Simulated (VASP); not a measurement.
# K2Br: relaxation of cell and atoms with r2SCAN

The system is K2Br.

```
K Br
1.0
     0.00000    3.69348    3.69348
     3.69348    0.00000    3.69348
     3.69348    3.69348    0.00000
K Br
2 1
Cartesian
  1.8467 1.8467 1.8467
  5.5402 5.5402 5.5402
  0.0000 0.0000 0.0000
```

```yaml
Program: VASP 6.6.1
Task: relaxation of cell and atoms
Functional: r2SCAN
Potentials_or_basis: VASP PAW PBE potentials, release 64 (K_sv, Br)
Cutoff: 600 eV
k_mesh: 4 × 4 × 4
Occupations: gaussian, width 0.1 eV
Spin: no spin polarisation
Dipole_correction: no
Further_INCAR_settings: ALGO = Normal; EDIFF = 1e-07; IBRION = 2; EDIFFG = -0.04; NSW = 90; ISIF = 3
```

- Relaxed volume: 45.04 Å³/atom
- Relaxed cell: a = 5.760 Å, b = 5.760 Å, c = 5.760 Å, α = 60.00°, β = 60.00°, γ = 60.00°
- Space group after relaxing (to 0.05 Å): Fm-3m (No. 225)
- Energy gained by relaxing: 120.6 meV/atom
- Ionic steps: 4
- Pressure after relaxing: 0.1 GPa

The path:
```
step  energy change (eV)  largest force (eV/Å)  pressure (GPa)  volume (Å³)
   1              0.0000                0.0000            4.36       100.77
   2             -0.2550                0.0000            1.81       114.71
   3             -0.3491                0.0000            0.53       128.20
   4             -0.3617                0.0000            0.07       135.13
```

Final structure:
```
K Br
1.0
     0.00000    4.07293    4.07293
     4.07293    0.00000    4.07293
     4.07293    4.07293    0.00000
K Br
2 1
Direct
  0.25000 0.25000 0.25000
  0.75000 0.75000 0.75000
  0.00000 0.00000 0.00000
```

Levels at points of the mesh, in eV from the Fermi level:
```
           k point  band 9  band 10  band 11  band 12  band 13  band 14  band 15  band 16
(0.00, 0.00, 0.00)  -16.96    -5.42    -5.42    -5.42    -1.64     2.35     2.35     3.46
(0.50, 0.00, 0.00)  -16.88    -5.64    -5.40    -5.40     0.42     0.70     2.28     2.28
(0.50, 0.50, 0.00)  -16.90    -5.68    -5.40    -5.40    -0.08     1.77     1.84     3.37
```

Wall time 3.9 min on 1 thread of Intel(R) Xeon(R) 6975P-C (Granite Rapids), with other jobs on the host, peak memory 0.29 GiB.

Caveat: the k points lie up to 0.33 Å⁻¹ apart in the final cell; the volume moved by over 15 % at a fixed basis, so the end points are rough; the PAW data sets were made with another functional, which shifts forces and pressure a little; an odd number of electrons without spin polarisation forces a metal; a magnetic or distorted state may lie lower.
